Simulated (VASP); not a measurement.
# SnTe (I4/mmm) in VASP: a series of runs

Runs on SnTe. Level: PBEsol. Tasks: single point.

Everything below comes from runs of VASP 6.6.1. Logs are shortened: lines on timing, memory, paths and dates and some standing lists are left out, and cuts for length are marked.

## Step 1: The cell of the first run

It takes space group I4/mmm (No. 139, tetragonal). The conventional cell has a = 4.352 Å, b = 4.352 Å, c = 6.629 Å, α = 90.00°, β = 90.00°, γ = 90.00°. Sn (site symmetry 4/mmm) has 6 Te at 3.08 to 3.31 Å within 4.1 Å. Within 4.1 Å of Te (site symmetry 4/mmm) lie 6 Sn at 3.08 to 3.31 Å.

## Step 2: Single point, PBEsol (strain -0.025 along x and y, +0.050 along z)

INCAR

```
  ALGO = Normal
  EDIFF = 1E-6
  ENCUT = 500
  GGA = PS
  GGA_COMPAT = F
  ISIF = 2
  ISMEAR = 0
  LASPH = T
  LCHARG = F
  LREAL = F
  LWAVE = F
  NBANDS = 17
  NELM = 120
  PREC = Accurate
  SIGMA = 0.03
```

KPOINTS

```
k-points
0
Gamma
  10 10 10
```

POSCAR

```
SnTe
1.0
    0.0000000000      3.0775875000      3.3143250000
    3.0775875000      0.0000000000      3.3143250000
    3.0775875000      3.0775875000      0.0000000000
Sn Te
1 1
Direct
    0.0000000000      0.0000000000      0.0000000000
    0.5000000000      0.5000000000      0.5000000000
```

Potentials or basis: VASP PAW PBE potentials, release 64 (Sn_d, Te).

Launch:

```bash
> cat potpaw_PBE.64/Sn_d/POTCAR potpaw_PBE.64/Te/POTCAR > POTCAR
> mpirun -np 1 vasp_std > vasp.out
```

OUTCAR:

```text
EDIFF = 1E-6
   ENCUT = 500
   GGA = PS
   ISIF = 2
   ISMEAR = 0
   LASPH = T
   LREAL = F
   NELM = 120
   PREC = Accurate

 ion  position               nearest neighbor table
   1  0.000  0.000  0.000-   2 3.08   2 3.08   2 3.08   2 3.08   2 3.31   2 3.31
   2  0.500  0.500  0.500-   1 3.08   1 3.08   1 3.08   1 3.08   1 3.31   1 3.31

  LATTYP: Found a body centered tetragonal cell.
 ALAT       =     4.3523659819
 C/A-ratio  =     1.5229992210

  Lattice vectors:

 A1 = (  -3.0775875000,   0.0000000000,   3.3143250000)
 A2 = (   3.0775875000,   0.0000000000,   3.3143250000)
 A3 = (   0.0000000000,   3.0775875000,  -3.3143250000)

Analysis of symmetry for initial positions (statically):
=====================================================================
 Subroutine PRICEL returns:
 Original cell was already a primitive cell.

 Routine SETGRP: Setting up the symmetry group for a
 body centered tetragonal supercell.

 Subroutine GETGRP returns: Found 16 space group operations
 (whereof 16 operations were pure point group operations)
 out of a pool of 16 trial point group operations.

The static configuration has the point symmetry D_4h.

Analysis of symmetry for dynamics (positions and initial velocities):
=====================================================================
 Subroutine PRICEL returns:
 Original cell was already a primitive cell.

 Routine SETGRP: Setting up the symmetry group for a
 body centered tetragonal supercell.

 Subroutine GETGRP returns: Found 16 space group operations
 (whereof 16 operations were pure point group operations)
 out of a pool of 16 trial point group operations.

The dynamic configuration has the point symmetry D_4h.

 Subroutine INISYM returns: Found 16 space group operations
 (whereof 16 operations are pure point group operations),
 and found     1 'primitive' translations

----------------------------------------------------------------------------------------

                                     Primitive cell

  volume of cell :      62.7836

  direct lattice vectors                    reciprocal lattice vectors
     0.000000000  3.077587500  3.314325000    -0.162464918  0.162464918  0.150860281
     3.077587500  0.000000000  3.314325000     0.162464918 -0.162464918  0.150860281
     3.077587500  3.077587500  0.000000000     0.162464918  0.162464918 -0.150860281

  length of vectors
     4.522863587  4.522863587  4.352365982     0.274860916  0.274860916  0.274860916

  position of ions in fractional coordinates (direct lattice)
[... 79 lines left out ...]
   EDIFF  = 0.1E-05   stopping-criterion for ELM
   LREAL  =      F    real-space projection
   EDIFFG = 0.1E-04   stopping-criterion for IOM
   NSW    =      0    number of steps for IOM
   IBRION =     -1    ionic relax: 0-MD 1-quasi-New 2-CG
   NFREE  =      0    steps in history (QN), initial steepest desc. (CG)
   ISIF   =      2    stress and relaxation
   ISYM   =      2    0-nonsym 1-usesym 2-fastsym
   POTIM  = 0.5000    time-step for ionic-motion
   TEBEG  =    0.0;   TEEND  =   0.0 temperature during run
   PSTRESS=    0.0 pullay stress
   NELECT =      20.0000    total number of electrons
   NUPDOWN=      -1.0000    fix difference up-down
   EMIN   =  10.00;   EMAX   =-10.00  energy-range for DOS
   EFERMI =   0.00;   METHOD = LEGACY
   ISMEAR =     0;   SIGMA  =   0.03  broadening in eV -4-tet -1-fermi 0-gaus
   EFERMI_NEDOS =   21; number of points for ismear=-14 and -15
   IALGO  =     38    algorithm
   IMIX   =      4    mixing-type and parameters
     AMIX     =   0.40;   BMIX     =  1.00
     AMIX_MAG =   1.60;   BMIX_MAG =  1.00
  volume/ion in A,a.u.               =      31.39       211.84
  Fermi-wavevector in a.u.,A,eV,Ry     =   1.118071  2.112849 17.008420  1.250084
  Thomas-Fermi vector in A             =   2.254699
   LORBIT       =      0    0 simple, 1 ext, 2 COOP (PROOUT), +10 PAW based schemes
   GGA     = PS    functional components
   LHFCALC =     F    Hartree Fock is set to
   AEXX    =    0.0000 exact exchange contribution
   IVDW    =     0    specifies the selected vdW correction
   LEPSILON=     F    determine dielectric tensor
   LRPA    =     F    only Hartree local field effects (RPA)
 non-spin polarized calculation
 Gauss-broadening in eV      SIGMA  =   0.03
  energy-cutoff  :      500.00
  volume of cell :       62.78
 maximum number of plane-waves:      1620
 NGX is ok and might be reduce to    36
   NGX = 17   NGY = 17   NGZ = 15

 number of electron      20.0000000 magnetization

 Free energy of the ion-electron system (eV)
  ---------------------------------------------------
  ext. energy  EPLUGINS =         0.00000000
  ---------------------------------------------------
  free energy    TOTEN  =        -8.25435430 eV

  energy without entropy =       -8.25427174  energy(sigma->0) =       -8.25431302

 E-fermi :   6.7990     XC(G=0):  -9.6295

 val. band max:        6.7759600741   @ k =  -0.2000   0.2000   0.0000
 cond. band min:       6.8304981628   @ k =  -0.4000   0.1000   0.2000
 fundamental gap:      0.0545380887
 Fermi energy:         6.7990490303

 k-point     1 :       0.0000    0.0000    0.0000
  band No.  band energies     occupation
      1     -15.0358      2.00000
      2     -15.0197      2.00000
      3     -15.0197      2.00000
      4     -15.0067      2.00000
      5     -14.9987      2.00000
      6      -6.0630      2.00000
[... 457 lines left out ...]
      4     -15.0049      2.00000
      5     -15.0003      2.00000
      6      -5.0664      2.00000
[... 9 lines left out ...]
     16      15.7543      0.00000
     17      16.0956      0.00000

 [... further k-points ...]

------------------------ aborting loop because EDIFF is reached ----------------------------------------

  FORCE on cell =-STRESS in cart. coord.  units (eV):
  Direction    XX          YY          ZZ          XY          YZ          ZX
  --------------------------------------------------------------------------------------
  -------------------------------------------------------------------------------------
  Total        1.1672515      1.1672515     -2.0613859      0.0000000     -0.0000000      0.0000000
  in kB       29.7871619     29.7871619    -52.6046310      0.0000000     -0.0000000      0.0000000
  external PRESSURE =       2.3232309 kB  Pullay stress =       0.0000000 kB

 VOLUME and BASIS-vectors are now :
 -----------------------------------------------------------------------------
  energy-cutoff  :      500.00
  volume of cell :       62.78
      direct lattice vectors                 reciprocal lattice vectors
     0.000000000  3.077587500  3.314325000    -0.162464918  0.162464918  0.150860281
     3.077587500  0.000000000  3.314325000     0.162464918 -0.162464918  0.150860281
     3.077587500  3.077587500  0.000000000     0.162464918  0.162464918 -0.150860281

 POSITION                                       TOTAL-FORCE (eV/Angst)
 -----------------------------------------------------------------------------------
      0.00000      0.00000      0.00000         0.000000     -0.000000     -0.000000
      3.07759      3.07759      3.31433         0.000000      0.000000      0.000000
 -----------------------------------------------------------------------------------
    total drift:                               -0.000000      0.000000      0.000000

  FREE ENERGIE OF THE ION-ELECTRON SYSTEM (eV)
  ---------------------------------------------------
  free  energy   TOTEN  =        -8.2543543015 eV

  energy  without entropy=       -8.2542717362  energy(sigma->0) =       -8.25431302
```

OSZICAR:

```text
N       E                     dE             d eps       ncg     rms          rms(c)
DAV:   1     0.122841913216E+03    0.12284E+03   -0.93317E+03  3501   0.132E+03
DAV:   2     0.265944893579E+01   -0.12018E+03   -0.11692E+03  3712   0.325E+02
DAV:   3    -0.800699334771E+01   -0.10666E+02   -0.10525E+02  4365   0.864E+01
DAV:   4    -0.830528610895E+01   -0.29829E+00   -0.29812E+00  4117   0.152E+01
DAV:   5    -0.831705432602E+01   -0.11768E-01   -0.11768E-01  4959   0.289E+00    0.492E+00
DAV:   6    -0.825813064995E+01    0.58924E-01   -0.12284E-01  4819   0.270E+00    0.305E+00
DAV:   7    -0.825496686419E+01    0.31638E-02   -0.49799E-02  4424   0.133E+00    0.737E-01
DAV:   8    -0.825432142461E+01    0.64544E-03   -0.78388E-03  4456   0.740E-01    0.164E-01
DAV:   9    -0.825438209715E+01   -0.60673E-04   -0.76478E-04  4696   0.244E-01    0.332E-02
DAV:  10    -0.825435444273E+01    0.27654E-04   -0.11069E-04  4615   0.936E-02    0.190E-02
DAV:  11    -0.825435511151E+01   -0.66878E-06   -0.40461E-05  4647   0.496E-02    0.292E-02
DAV:  12    -0.825435430149E+01    0.81002E-06   -0.48393E-06  4305   0.183E-02
   1 F= -.82543543E+01 E0= -.82543130E+01  d E =-.825653E-04
```

stdout:

```text
POSCAR found type information on POSCAR SnTe
 POSCAR found :  2 types and       2 ions
 scaLAPACK will be used
 -----------------------------------------------------------------------------
|                                                                             |
|                                                                             |
|     You enforced a specific xc type in the INCAR file but a different       |
|     I HOPE YOU KNOW WHAT YOU ARE DOING!                                     |
|                                                                             |
 -----------------------------------------------------------------------------

 LDA part: xc-table for (Slater+PW92), standard interpolation
 POSCAR, INCAR and KPOINTS ok, starting setup
 FFT: planning ... GRIDC
 FFT: planning ... GRID_SOFT
 FFT: planning ... GRID
 WAVECAR not read
 entering main loop
```

Run time: 39 s. Hardware: 1 thread of AMD EPYC 9R45 (Zen 5), shared host; peak memory 0.23 GiB.

What came out:

| Quantity | Value |
| --- | --- |
| Free energy | -8.2544 eV |
| Pressure | 0.2 GPa |
| Band gap on the k mesh | 0.05 eV (least direct gap 0.40 eV) |

Stress tensor (GPa, compression positive):
```
 2.98  0.00  0.00
 0.00  2.98  0.00
 0.00  0.00 -5.26
```

Caveat: the cell differs from its parent crystal (strain -0.025 along x and y, +0.050 along z); the stress differs along the axes, from -5 to 3 GPa; semilocal functionals underestimate gaps, and a narrow one can read as zero; the PAW data sets were made with another functional, which shifts forces and pressure a little; spin-orbit coupling is left out, which moves the levels of the heavy elements. A k mesh can miss the band edges.

## Step 3: Single point, PBEsol (strain +0.025 along x and y, -0.050 along z)

INCAR is that of step 2.

KPOINTS is that of step 2.

POSCAR

```
SnTe
1.0
    0.0000000000      3.2354125000      2.9986750000
    3.2354125000      0.0000000000      2.9986750000
    3.2354125000      3.2354125000      0.0000000000
Sn Te
1 1
Direct
    0.0000000000      0.0000000000      0.0000000000
    0.5000000000      0.5000000000      0.5000000000
```

Potentials or basis: VASP PAW PBE potentials, release 64 (Sn_d, Te).

Launch:

```bash
> cat potpaw_PBE.64/Sn_d/POTCAR potpaw_PBE.64/Te/POTCAR > POTCAR
> mpirun -np 1 vasp_std > vasp.out
```

It took 38 s on 1 thread of AMD EPYC 9R45 (Zen 5), shared host; peak memory 0.23 GiB.

It converged, with:

```
Free energy            : -8.2316 eV
Pressure               : 0.4 GPa
Band gap on the k mesh : 0.25 eV (least direct gap 0.34 eV)
```

Stress tensor (GPa, compression positive):
```
-3.37  0.00  0.00
 0.00 -3.37  0.00
 0.00  0.00  7.83
```

Levels at points of the mesh, in eV from the valence-band top:
| k point | band 7 | band 8 | band 9 | band 10 | band 11 | band 12 | band 13 | band 14 |
| --- | --- | --- | --- | --- | --- | --- | --- | --- |
| (0.00, 0.00, 0.00) | -4.62 | -2.64 | -1.78 | -1.78 | 2.78 | 2.78 | 4.64 | 4.64 |
| (0.50, 0.00, 0.00) | -8.32 | -1.83 | -1.69 | -0.12 | 0.25 | 0.29 | 0.77 | 7.70 |
| (0.50, 0.50, 0.00) | -6.68 | -5.63 | -3.81 | -3.81 | 2.04 | 4.78 | 4.78 | 7.23 |
| (0.50, 0.00, 0.50) | -6.23 | -5.48 | -4.05 | -3.16 | 2.27 | 4.08 | 6.03 | 6.16 |

Caveat: the cell differs from its parent crystal (strain +0.025 along x and y, -0.050 along z); the stress differs along the axes, from -3 to 8 GPa; semilocal functionals underestimate gaps, and a narrow one can read as zero; the PAW data sets were made with another functional, which shifts forces and pressure a little; spin-orbit coupling is left out, which moves the levels of the heavy elements.

## Step 4: Single point, PBEsol (strain +0.025 along x and y, -0.025 along z)

INCAR

```
SYSTEM = SnTe
PREC = Accurate ; ENCUT = 500
EDIFF = 1E-6 ; ISMEAR = 0
SIGMA = 0.03 ; LREAL = .False.
LASPH = .True. ; NELM = 120
ALGO = Normal ; ISIF = 2
LWAVE = .False. ; LCHARG = .True.
GGA = PS ; LELF = .True.
LVHAR = .True. ; NBANDS = 17
GGA_COMPAT = .False.
```

KPOINTS

```
regular mesh
0
Gamma
  10 10 10
  0 0 0
```

POSCAR

```
SnTe
1.0
    0.0000000000      3.2354125000      3.0775875000
    3.2354125000      0.0000000000      3.0775875000
    3.2354125000      3.2354125000      0.0000000000
Sn Te
1 1
Direct
    0.0000000000      0.0000000000      0.0000000000
    0.5000000000      0.5000000000      0.5000000000
```

Launch:

```bash
> cat potpaw_PBE.64/Sn_d/POTCAR potpaw_PBE.64/Te/POTCAR > POTCAR
> mpirun -np 1 vasp_std > vasp.out
```

It took 50 s on 1 thread of AMD EPYC 9R45 (Zen 5), shared host; peak memory 0.24 GiB.

It converged, with:

| Property | Result |
| --- | --- |
| Free energy | -8.2868 eV |
| Pressure | -1.3 GPa |
| Band gap on the k mesh | 0.18 eV |

Stress tensor (GPa, compression positive):
```
-3.37  0.00  0.00
 0.00 -3.37  0.00
 0.00  0.00  2.97
```

Levels at points of the mesh, in eV from the valence-band top:
| k point | band 6 | band 7 | band 8 | band 9 | band 10 | band 11 | band 12 | band 13 | band 14 | band 15 |
| --- | --- | --- | --- | --- | --- | --- | --- | --- | --- | --- |
| (0.00, 0.00, 0.00) | -12.53 | -4.71 | -2.33 | -1.78 | -1.78 | 2.97 | 2.97 | 4.20 | 4.76 | 4.76 |
| (0.50, 0.00, 0.00) | -11.31 | -8.13 | -1.69 | -1.60 | 0.00 | 0.18 | 0.38 | 0.67 | 7.69 | 8.53 |
| (0.50, 0.50, 0.00) | -10.87 | -6.55 | -5.38 | -3.60 | -3.60 | 2.22 | 4.74 | 4.74 | 6.78 | 9.05 |
| (0.50, 0.00, 0.50) | -11.12 | -6.26 | -5.27 | -3.76 | -3.19 | 2.36 | 4.30 | 5.61 | 5.99 | 8.88 |

Caveat: the cell differs from its parent crystal (strain +0.025 along x and y, -0.025 along z); the stress differs along the axes, from -3 to 3 GPa; semilocal functionals underestimate gaps, and a narrow one can read as zero; the PAW data sets were made with another functional, which shifts forces and pressure a little; spin-orbit coupling is left out, which moves the levels of the heavy elements. A k mesh can miss the band edges.

## Step 5: Overview

```tsv
cell	gap on the mesh (eV)	pressure (GPa)
a = 4.523, b = 4.523, c = 4.352 Å, angles 61.2, 61.2, 57.5°, 2 atoms	0.05	0.2
a = 4.411, b = 4.411, c = 4.576 Å, angles 58.8, 58.8, 62.5°, 2 atoms	0.25	0.4
a = 4.465, b = 4.465, c = 4.576 Å, angles 59.2, 59.2, 61.6°, 2 atoms	0.18	-1.3
```

Alike in all rows: task single point; level PBEsol; potentials or basis VASP PAW PBE potentials, release 64 (Sn_d, Te); no spin polarisation; k mesh 10 × 10 × 10; cutoff (eV) 500; smearing gaussian 0.03 eV.

Caveats: semilocal functionals underestimate gaps, and a narrow one can read as zero; the PAW data sets were made with another functional, which shifts forces and pressure a little; spin-orbit coupling is left out, which moves the levels of the heavy elements; the stress differs along the axes, from -5 to 3 GPa (at least some runs); the stress differs along the axes, from -3 to 8 GPa (at least some runs); the stress differs along the axes, from -3 to 3 GPa (at least some runs).

Total energies depend on the potentials used, so only differences within one code and one set of settings carry meaning.
